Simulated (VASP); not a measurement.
# Be15S16 (a cell with a defect) in VASP: further runs

Be15S16 (a cell with a defect) is run at these levels: PBE; tasks: single point.

Everything below comes from runs of VASP 6.6.1. Logs are shortened: lines on timing, memory, paths and dates and some standing lists are left out, and cuts for length are marked.

### 1 The cell of the first run

The cell holds a defect, 31 atoms: a = 8.446 Å, b = 8.446 Å, c = 8.446 Å, α = 109.47°, β = 109.47°, γ = 109.47°.

### 2 Single point, PBE, collinear spin (atoms taken out, then relaxed in part)

The input, INCAR:

```
PREC     = Accurate       # precision mode
ENCUT    = 520            # plane-wave cutoff, eV
EDIFF    = 1E-6           # SCF threshold, eV
ISMEAR   = 0              # smearing method
SIGMA    = 0.01           # smearing width, eV
LREAL    = Auto         
LASPH    = True           # aspherical terms in the spheres
NELM     = 200            # most SCF steps
ALGO     = Normal         # electronic algorithm
ISIF     = 2              # what is computed and relaxed
LWAVE    = False          # write WAVECAR
LCHARG   = False          # write CHGCAR
ISPIN    = 2              # spin polarisation
MAGMOM   = 0 0 0 0 0 0 0 0 0 0 0 0 0 0 0 0.5 0 0 0 0 0 0 0.5 0 0.5 0 0 0 0 0 0.5 # initial moments
LORBIT   = 11             # projections on sites
GGA      = PE             # functional
NBANDS   = 88             # bands
GGA_COMPAT= False
```

The input, KPOINTS:

```
Automatic mesh
0
Gamma
  2 2 2
  0.5 0.5 0.5
```

The input, POSCAR:

```
Be15S16
1.0
    4.8761188970      4.8761188970      4.8761188970
   -4.8761188970     -4.8761188970      4.8761188970
    4.8761188970     -4.8761188970     -4.8761188970
Be S
15 16
Direct
   -0.0005235078      0.0001435320      0.0000000000
    0.7500000000      0.4994764922      0.7501435320
   -0.0005235078      0.2500000000      0.7501435320
    0.2506670398      0.0005235078      0.7505235078
    0.2500000000      0.7500000000      0.0000000000
    0.5001435320      0.4994764922      0.0000000000
    0.7500000000      0.0001435320      0.2494764922
    0.7500000000      0.7500000000      0.5000000000
   -0.0001435320      0.4998564680      0.4993329602
    0.2500000000      0.2500000000      0.5000000000
    0.5005235078      0.0005235078      0.5006670398
    0.5005235078      0.7506670398      0.7505235078
   -0.0001435320      0.7493329602      0.2498564680
    0.2493329602      0.4998564680      0.2498564680
    0.5001435320      0.2500000000      0.2494764922
    0.7500000000      0.2500000000      0.7395911774
   -0.0011211936      0.0000324032      0.7500324032
    0.7500000000      0.4999675968      0.4988464031
   -0.0000324032      0.2500000000      0.4988464031
    0.2511535969      0.0011211936      0.5011535969
    0.2511535969      0.7511535969      0.7511211936
    0.5000324032      0.4988788064      0.7500324032
    0.7500000000     -0.0104088226      0.0000000000
    0.7500000000      0.7488464031      0.2499675968
    0.0104088226      0.5104088226      0.2604088226
    0.2488464031      0.2500000000      0.2499675968
    0.5000324032      0.0000324032      0.2488788064
    0.5011211936      0.7511535969      0.5011535969
   -0.0000324032      0.7488464031      0.0000000000
    0.2488464031      0.4999675968      0.0000000000
    0.4895911774      0.2500000000      0.0000000000
```

Potentials or basis: VASP PAW PBE potentials, release 64 (Be, S).

The run is started by

```console
cat potpaw_PBE.64/Be/POTCAR potpaw_PBE.64/S/POTCAR > POTCAR
mpirun -np 1 vasp_std > vasp.out
```

OUTCAR:

```text
PREC = Accurate
   ENCUT = 520
   EDIFF = 1E-6
   ISMEAR = 0
   LREAL = Auto
   LASPH = True
   NELM = 200
   ISIF = 2
   ISPIN = 2
   LORBIT = 11
   GGA = PE

 ion  position               nearest neighbor table
   1  0.999  0.000  0.000-  23 2.08  26 2.11  17 2.11  29 2.12
   2  0.750  0.499  0.750-  16 2.08  29 2.11  22 2.11  18 2.12
   3  0.999  0.250  0.750-  16 2.08  30 2.11  17 2.11  19 2.12
   4  0.251  0.001  0.751-  31 2.08  21 2.11  20 2.11  17 2.12
   5  0.250  0.750  0.000-  29 2.11  30 2.11  27 2.11  21 2.11
   6  0.500  0.499  0.000-  31 2.08  24 2.11  22 2.11  30 2.12
   7  0.750  0.000  0.249-  23 2.08  19 2.11  27 2.11  24 2.12
   8  0.750  0.750  0.500-  18 2.11  24 2.11  17 2.11  28 2.11
   9  1.000  0.500  0.499-  25 2.08  19 2.11  18 2.11  21 2.12
  10  0.250  0.250  0.500-  19 2.11  26 2.11  22 2.11  20 2.11
  11  0.501  0.001  0.501-  16 2.08  20 2.11  28 2.11  27 2.12
  12  0.501  0.751  0.751-  23 2.08  21 2.11  28 2.11  22 2.12
  13  1.000  0.749  0.250-  25 2.08  24 2.11  29 2.11  20 2.12
  14  0.249  0.500  0.250-  25 2.08  26 2.11  30 2.11  28 2.12
  15  0.500  0.250  0.249-  31 2.08  18 2.11  27 2.11  26 2.12
  16  0.750  0.250  0.740-   2 2.08   3 2.08  11 2.08
  17  0.999  0.000  0.750-   8 2.11   3 2.11   1 2.11   4 2.12
  18  0.750  0.500  0.499-   8 2.11   9 2.11  15 2.11   2 2.12
  19  1.000  0.250  0.499-  10 2.11   9 2.11   7 2.11   3 2.12
  20  0.251  0.001  0.501-  10 2.11   4 2.11  11 2.11  13 2.12
  21  0.251  0.751  0.751-   5 2.11   4 2.11  12 2.11   9 2.12
  22  0.500  0.499  0.750-  10 2.11   6 2.11   2 2.11  12 2.12
  23  0.750  0.990  0.000-   1 2.08   7 2.08  12 2.08
  24  0.750  0.749  0.250-   8 2.11   6 2.11  13 2.11   7 2.12
  25  0.010  0.510  0.260-   9 2.08  13 2.08  14 2.08
  26  0.249  0.250  0.250-  10 2.11   1 2.11  14 2.11  15 2.12
  27  0.500  0.000  0.249-   5 2.11   7 2.11  15 2.11  11 2.12
  28  0.501  0.751  0.501-   8 2.11  11 2.11  12 2.11  14 2.12
  29  1.000  0.749  0.000-   5 2.11   2 2.11  13 2.11   1 2.12
  30  0.249  0.500  0.000-   5 2.11   3 2.11  14 2.11   6 2.12
  31  0.490  0.250  0.000-   4 2.08   6 2.08  15 2.08

  LATTYP: Found a body centered cubic cell.
 ALAT       =     9.7522377940

  Lattice vectors:

 A1 = (   4.8761188970,   4.8761188970,   4.8761188970)
 A2 = (  -4.8761188970,  -4.8761188970,   4.8761188970)
 A3 = (   4.8761188970,  -4.8761188970,  -4.8761188970)

Analysis of symmetry for initial positions (statically):
=====================================================================
 Subroutine PRICEL returns:
 Original cell was already a primitive cell.

 Routine SETGRP: Setting up the symmetry group for a
 body centered cubic supercell.

 Subroutine GETGRP returns: Found 24 space group operations
 (whereof  2 operations were pure point group operations)
 out of a pool of 48 trial point group operations.

The static configuration has the point symmetry C_1h.
 The point group associated with its full space group is T_d .

Analysis of symmetry for dynamics (positions and initial velocities):
=====================================================================
 Subroutine PRICEL returns:
 Original cell was already a primitive cell.

 Routine SETGRP: Setting up the symmetry group for a
 body centered cubic supercell.

 Subroutine GETGRP returns: Found 24 space group operations
 (whereof  2 operations were pure point group operations)
 out of a pool of 48 trial point group operations.

The dynamic configuration has the point symmetry C_1h.
 The point group associated with its full space group is T_d .

Analysis of structural, dynamic, and magnetic symmetry:
=====================================================================
 Subroutine PRICEL returns:
 Original cell was already a primitive cell.

 Routine SETGRP: Setting up the symmetry group for a
 body centered cubic supercell.

 Subroutine GETGRP returns: Found 24 space group operations
 (whereof  2 operations were pure point group operations)
 out of a pool of 48 trial point group operations.

The overall configuration has the point symmetry C_1h.
 The point group associated with its full space group is T_d .

 Subroutine INISYM returns: Found 24 space group operations
 (whereof  2 operations are pure point group operations),
 and found     1 'primitive' translations

----------------------------------------------------------------------------------------

                                     Primitive cell

[... 115 lines left out ...]
 SYSTEM =  unknown system
   PREC   = accura    normal or accurate (medium, high low for compatibility)
   ISTART =      0    job   : 0-new  1-cont  2-samecut
   ICHARG =      2    charge: 1-file 2-atom 10-const
   ISPIN  =      2    spin polarized calculation?
   LNONCOLLINEAR =      F non collinear calculations
   LSORBIT =      F    spin-orbit coupling
   LASPH  =      T    aspherical Exc in radial PAW
   ENCUT  =  520.0 eV  38.22 Ry    6.18 a.u.  15.70 15.70 15.70*2*pi/ulx,y,z
   NELM   =    200;   NELMIN=  2; NELMDL= -5     # of ELM steps
   EDIFF  = 0.1E-05   stopping-criterion for ELM
   LREAL  =      T    real-space projection
   EDIFFG = 0.1E-04   stopping-criterion for IOM
   NSW    =      0    number of steps for IOM
   IBRION =     -1    ionic relax: 0-MD 1-quasi-New 2-CG
   NFREE  =      0    steps in history (QN), initial steepest desc. (CG)
   ISIF   =      2    stress and relaxation
   ISYM   =      2    0-nonsym 1-usesym 2-fastsym
   POTIM  = 0.5000    time-step for ionic-motion
   TEBEG  =    0.0;   TEEND  =   0.0 temperature during run
   PSTRESS=    0.0 pullay stress
   NELECT =     126.0000    total number of electrons
   NUPDOWN=      -1.0000    fix difference up-down
   EMIN   =  10.00;   EMAX   =-10.00  energy-range for DOS
   EFERMI =   0.00;   METHOD = LEGACY
   ISMEAR =     0;   SIGMA  =   0.01  broadening in eV -4-tet -1-fermi 0-gaus
   EFERMI_NEDOS =   21; number of points for ismear=-14 and -15
   IALGO  =     38    algorithm
   IMIX   =      4    mixing-type and parameters
     AMIX     =   0.40;   BMIX     =  1.00
     AMIX_MAG =   1.60;   BMIX_MAG =  1.00
  volume/ion in A,a.u.               =      14.96       100.95
  Fermi-wavevector in a.u.,A,eV,Ry     =   1.060321  2.003716 15.296769  1.124281
  Thomas-Fermi vector in A             =   2.195698
   LORBIT       =     11    0 simple, 1 ext, 2 COOP (PROOUT), +10 PAW based schemes
   GGA     = PE    functional components
   LHFCALC =     F    Hartree Fock is set to
   AEXX    =    0.0000 exact exchange contribution
   IVDW    =     0    specifies the selected vdW correction
   LEPSILON=     F    determine dielectric tensor
   LRPA    =     F    only Hartree local field effects (RPA)
 spin polarized calculation
 Gauss-broadening in eV      SIGMA  =   0.01
  energy-cutoff  :      520.00
  volume of cell :      463.75
 maximum number of plane-waves:     12532
 NGX is ok and might be reduce to    64
   NGX = 31   NGY = 31   NGZ = 31

 number of electron     125.9999998 magnetization       2.0000000

 Free energy of the ion-electron system (eV)
  ---------------------------------------------------
  ext. energy  EPLUGINS =         0.00000000
  ---------------------------------------------------
  free energy    TOTEN  =      -151.66822103 eV

  energy without entropy =     -151.66557096  energy(sigma->0) =     -151.66689600

 E-fermi :   3.9191     XC(G=0):  -9.5738

 val. band max:        3.5927901543   @ k =  -0.2500   0.2500   0.2500
 cond. band min:       3.9259762974   @ k =  -0.2500   0.2500   0.2500
 fundamental gap:      0.3331861431
 Fermi energy:         3.9191356492

 spin component 1

 k-point     1 :       0.2500    0.2500    0.2500
  band No.  band energies     occupation
      1      -9.2304      1.00000
      2      -9.2304      1.00000
      3      -9.2304      1.00000
      4      -9.0225      1.00000
      5      -8.1069      1.00000
      6      -8.1069      1.00000
[... 145 lines left out ...]
     74       9.6820      0.00000
     75       9.6833      0.00000
 Fermi energy:         3.9191356492

 spin component 2

 k-point     1 :       0.2500    0.2500    0.2500
  band No.  band energies     occupation
      1      -9.1692      1.00000
      2      -9.1692      1.00000
      3      -9.1692      1.00000
      4      -8.8939      1.00000
      5      -8.0597      1.00000
      6      -8.0597      1.00000
[... 145 lines left out ...]
     74       9.6981      0.00000
     75       9.7237      0.00000
 [bands above 75 left out]

------------------------ aborting loop because EDIFF is reached ----------------------------------------

  FORCE on cell =-STRESS in cart. coord.  units (eV):
  Direction    XX          YY          ZZ          XY          YZ          ZX
  --------------------------------------------------------------------------------------
  -------------------------------------------------------------------------------------
  Total        0.4763894      0.4763894      0.4763894      0.0000000      0.0000000      0.0000000
  in kB        1.6458482      1.6458482      1.6458482      0.0000000      0.0000000      0.0000000
  external PRESSURE =       1.6458482 kB  Pullay stress =       0.0000000 kB

 VOLUME and BASIS-vectors are now :
 -----------------------------------------------------------------------------
  energy-cutoff  :      520.00
  volume of cell :      463.75
      direct lattice vectors                 reciprocal lattice vectors
     4.876118897  4.876118897  4.876118897     0.102540568  0.000000000  0.102540568
    -4.876118897 -4.876118897  4.876118897     0.000000000 -0.102540568  0.102540568
     4.876118897 -4.876118897 -4.876118897     0.102540568 -0.102540568  0.000000000

 POSITION                                       TOTAL-FORCE (eV/Angst)
 -----------------------------------------------------------------------------------
      4.87287      4.87287      4.87427        -0.018798     -0.018798     -0.004824
      4.87937     -2.43621      2.43481         0.018798      0.004824     -0.018798
      7.31233     -0.00325      2.43481        -0.004824     -0.018798     -0.018798
      4.87937     -2.43991     -2.43481         0.018798     -0.004824      0.018798
     -2.43806     -2.43806      4.87612         0.000000      0.000000     -0.000000
      0.00325      0.00325      4.87427         0.018798      0.018798     -0.004824
[... 23 lines left out ...]
     -1.22450     -1.22450      3.65131        -0.003429     -0.003429      0.014716
      1.16828      1.16828      3.60633        -0.000183     -0.000183     -0.000183
 -----------------------------------------------------------------------------------
    total drift:                                0.000003     -0.000003      0.000003

  FREE ENERGIE OF THE ION-ELECTRON SYSTEM (eV)
  ---------------------------------------------------
  free  energy   TOTEN  =      -151.6682210316 eV

  energy  without entropy=     -151.6655709622  energy(sigma->0) =     -151.66689600

 total charge

# of ion       s       p       d       tot
------------------------------------------
    1        0.387   0.644   0.000   1.031
    2        0.387   0.644   0.000   1.031
    3        0.387   0.644   0.000   1.031
    4        0.387   0.644   0.000   1.031
    5        0.387   0.641   0.000   1.028
    6        0.387   0.644   0.000   1.031
[... 23 lines left out ...]
   30        1.308   2.513   0.000   3.821
   31        1.327   2.440   0.000   3.766
--------------------------------------------------
tot         26.807  49.565   0.000  76.372

 magnetization (x)

# of ion       s       p       d       tot
------------------------------------------
    1       -0.001   0.001   0.000  -0.001
    2       -0.001   0.001   0.000  -0.001
    3       -0.001   0.001   0.000  -0.001
    4       -0.001   0.001   0.000  -0.001
    5       -0.000   0.007   0.000   0.007
    6       -0.001   0.001   0.000  -0.001
[... 23 lines left out ...]
   30        0.001   0.031   0.000   0.032
   31        0.010   0.218   0.000   0.228
--------------------------------------------------
tot          0.037   1.279   0.000   1.316
```

It took 3.6 min on 1 thread of Intel Xeon 6975P-C (Granite Rapids), shared host; peak memory 0.78 GiB.

What came out:

* Free energy: -151.6682 eV
* Pressure: 0.2 GPa
* Largest force: 0.027 eV/Å
* Band gap on the k mesh: zero (filled and empty bands overlap)
* Net moment: 2.00 μB per cell
* Site moments: Be -0.00, +0.01 (each value once); S +0.23, +0.03 (each value once) μB
* Valence electrons inside the program's atomic spheres: Be 1.03; S 3.77, 3.82 (each value once)

Forces in eV/Å, atoms in the order of the input:
```
Be  -0.019 -0.019 -0.005
Be   0.019  0.005 -0.019
Be  -0.005 -0.019 -0.019
Be   0.019 -0.005  0.019
Be   0.000  0.000  0.000
Be   0.019  0.019 -0.005
Be  -0.019  0.005  0.019
Be   0.000  0.000  0.000
Be  -0.019  0.019  0.005
Be   0.000  0.000  0.000
Be   0.019 -0.019  0.005
Be   0.005 -0.019  0.019
Be   0.005  0.019 -0.019
Be  -0.019 -0.005 -0.019
Be  -0.005  0.019  0.019
S    0.000  0.000  0.000
S   -0.003  0.015 -0.003
S   -0.003 -0.015  0.003
S    0.015  0.003  0.003
S   -0.015 -0.003  0.003
S    0.003 -0.003 -0.015
S   -0.015  0.003 -0.003
S    0.000  0.000  0.000
S    0.003 -0.015 -0.003
S    0.000  0.000  0.000
S    0.015 -0.003 -0.003
S   -0.003  0.003 -0.015
S    0.003  0.015  0.003
S    0.003  0.003  0.015
S   -0.003 -0.003  0.015
S    0.000  0.000  0.000
```

Caveat: the k points lie up to 0.46 Å⁻¹ apart; the cell differs from its parent crystal (atoms taken out, then relaxed in part).

[end of part 1 of 3]

The gap in the log of VASP goes by the Fermi energy; the results here count the filled bands.